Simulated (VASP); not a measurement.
Wanted: the native input for a VASP 6.6.1 run.

```yaml
Task: single point
Functional: PBEsol
Potentials_or_basis: VASP PAW PBE potentials, release 64 (Ti_sv, Al)
Cutoff: 520 eV
k_mesh: 16 × 16 × 16
Occupations: gaussian, width 0.15 eV
Spin: no spin polarisation
Dipole_correction: no
Further_INCAR_settings: ALGO = Fast; EDIFF = 1e-07; NBANDS = 14
```

The structure of TiAl lies in POSCAR:

```
TiAl
1.0
    3.1790640000      0.0000000000      0.0000000000
    0.0000000000      3.1790640000      0.0000000000
    0.0000000000      0.0000000000      3.1790640000
Ti Al
1 1
Direct
    0.0000000000      0.0000000000      0.0078639499
    0.5000000000      0.5000000000      0.5000000000
```

This cell differs from its parent crystal: all Ti atoms moved +0.025 Å, as atom 1 along Cartesian [0 0 1].

One way to write it, as run:

INCAR

```
SYSTEM = TiAl
PREC     = Accurate       ! precision mode
ENCUT    = 520            ! plane-wave cutoff, eV
EDIFF    = 1E-7           ! SCF threshold, eV
ISMEAR   = 0              ! smearing method
SIGMA    = 0.15           ! smearing width, eV
LREAL    = .FALSE.        ! projectors in reciprocal space
LASPH    = .TRUE.         ! aspherical terms in the spheres
NELM     = 100            ! most SCF steps
ALGO     = Fast           ! electronic algorithm
ISIF     = 2              ! what is computed and relaxed
LWAVE    = .FALSE.        ! write WAVECAR
LCHARG   = .FALSE.        ! write CHGCAR
GGA      = PS             ! functional
NBANDS   = 14             ! bands
```

KPOINTS

```
Automatic mesh
0
G
  16 16 16
  0 0 0
```

Potentials or basis: VASP PAW PBE potentials, release 64 (Ti_sv, Al).

Launch:

```bash
$ cat potpaw_PBE.64/Ti_sv/POTCAR potpaw_PBE.64/Al/POTCAR > POTCAR
$ mpirun -np 1 vasp_std > vasp.out
```

Results of the run:

```
Pressure               : -2.3 GPa
Largest force          : 0.155 eV/Å
Band gap on the k mesh : zero (an odd number of electrons rules out a gap without spin polarisation)
```

Caveat: the cell differs from its parent crystal (all Ti atoms moved +0.025 Å, as atom 1 along Cartesian [0 0 1]); the PAW data sets were made with another functional, which shifts forces and pressure a little.

It took 4.8 min on 1 thread of Intel Xeon 8259CL, on a shared host, peak memory 0.3 GiB.
